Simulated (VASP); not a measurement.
Wanted: the native input for a VASP 6.6.1 run.

| Property | Result |
| --- | --- |
| Task | single point |
| Functional | RPBE |
| Potentials or basis | VASP PAW PBE potentials, release 64 (Ga_d) |
| Cutoff | 520 eV |
| k mesh | 15 × 15 × 15 |
| Occupations | fermi-dirac, width 0.1 eV |
| Spin | no spin polarisation |
| Dipole correction | no |
| Further INCAR settings | ALGO = Normal; EDIFF = 1e-06; NBANDS = 12 |

The structure of Ga lies in POSCAR:

```
Ga
1.0
   -1.7075845618      1.7075845618      1.7075845618
    1.7075845618     -1.7075845618      1.7075845618
    1.7075845618      1.7075845618     -1.7075845618
Ga
1
Direct
    0.0000000000      0.0000000000      0.0000000000
```

The input as run:

INCAR

```
SYSTEM = Ga
PREC     = Accurate       ! precision mode
ENCUT    = 520            ! plane-wave cutoff, eV
EDIFF    = 1E-6           ! SCF threshold, eV
ISMEAR   = -1             ! smearing method
SIGMA    = 0.1            ! smearing width, eV
LREAL    = .False.        ! projectors in reciprocal space
LASPH    = .True.         ! aspherical terms in the spheres
NELM     = 80             ! most SCF steps
ALGO     = Normal         ! electronic algorithm
ISIF     = 2              ! what is computed and relaxed
LWAVE    = .False.        ! write WAVECAR
LCHARG   = .False.        ! write CHGCAR
GGA      = RP             ! functional
NBANDS   = 12             ! bands
```

KPOINTS

```
Automatic mesh
0
Gamma
  15 15 15
  0 0 0
```

Potentials or basis: VASP PAW PBE potentials, release 64 (Ga_d).

Launch:

```bash
$ cat potpaw_PBE.64/Ga_d/POTCAR > POTCAR
$ mpirun -np 1 vasp_std > vasp.out
```

It gave:

```yaml
Pressure: 0.1 GPa
```

Caveat: the PAW data sets were made with another functional, which shifts forces and pressure a little.

Wall time 20 s on 1 thread of Intel(R) Xeon(R) Platinum 8259CL CPU @ 2.50GHz (Skylake/Cascade Lake), with other jobs on the host, peak memory 0.15 GiB.
